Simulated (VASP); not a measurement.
## Ni: single point with LDA

Crystal: Ni.

```xyz
1
Lattice="-1.3814 1.3814 1.3837 1.3814 -1.3814 1.3837 1.3860 1.3860 -1.3837" Properties=species:S:1:pos:R:3 pbc="T T T"
Ni    0.0000    0.0000    0.0000
```

This isn't the form of Ni at room conditions, which is fcc.

```yaml
Program: VASP 6.6.1
Task: single point
Functional: LDA
Potentials_or_basis: VASP PAW LDA potentials, release 64 (Ni)
Cutoff: 520 eV
k_mesh: 17 × 17 × 17
Occupations: fermi-dirac, width 0.05 eV
Spin: collinear spin, ferromagnetic start
Starting_moments: "[1.0] μB"
Dipole_correction: no
Further_INCAR_settings: ALGO = Normal; EDIFF = 1e-06; NBANDS = 15
```

* Pressure: -10.9 GPa
* Net moment: 0.41 μB per cell
* Site moments: Ni +0.41 μB
* Valence electrons inside the program's atomic spheres: Ni 9.37

Stress tensor (GPa, compression positive):
```
-10.88  -0.50   0.00
 -0.50 -10.88   0.00
  0.00   0.00 -10.88
```

Levels at points of the mesh, in eV from the Fermi level:
Spin up:
```tsv
k point	band 1	band 2	band 3	band 4	band 5	band 6	band 7	band 8	band 9	band 10
(0.00, 0.00, 0.00)	-9.03	-2.24	-2.23	-2.21	-0.77	-0.77	26.75	26.80	26.85	31.89
```
Spin down:
```
           k point  band 2  band 3  band 4  band 5  band 6  band 7  band 8  band 9
(0.00, 0.00, 0.00)   -1.81   -1.80   -1.78   -0.41   -0.41   26.74   26.79   26.84
```

Wall time 5.1 min on 1 thread of Intel Xeon 8259CL (shared host), peak memory 0.27 GiB.

Caveat: the cell stands under tension.
